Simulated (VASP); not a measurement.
A run of VASP 6.6.1:

The input INCAR:

```
  PREC = Accurate
  ENCUT = 520
  EDIFF = 1E-7
  ISMEAR = -1
  SIGMA = 0.1
  LREAL = False
  LASPH = True
  NELM = 60
  ALGO = Normal
  ISIF = 2
  LWAVE = False
  LCHARG = False
  GGA = RP
  NBANDS = 34
```

Contents of KPOINTS:

```
Automatic mesh
0
Gamma
  10 10 9
```

File POSCAR:

```
Ga
1.0
    2.4355549634     -4.0744981035      0.0000000000
    2.4355549634      4.0744981035      0.0000000000
    0.0000000000      0.0000000000      4.7783255924
Ga
4
Direct
    0.8438269408      0.1561730592      0.0823280072
    0.6561730592      0.3438269408      0.5823280072
    0.1561730592      0.8438269408      0.9176719928
    0.3438269408      0.6561730592      0.4176719928
```

Potentials or basis: VASP PAW PBE potentials, release 64 (Ga_d).

The run is started by

```console
$ cat potpaw_PBE.64/Ga_d/POTCAR > POTCAR
$ mpirun -np 1 vasp_std > vasp.out
```

Hardware: 1 thread of Intel(R) Xeon(R) 6975P-C (Granite Rapids) (shared host).

Problem. Estimate the wall time of this run.

Solution. It took 2.5 min on 1 thread of Intel(R) Xeon(R) 6975P-C (Granite Rapids) (shared host), peak memory 0.44 GiB. Counts: scf iterations 14, k points 155.
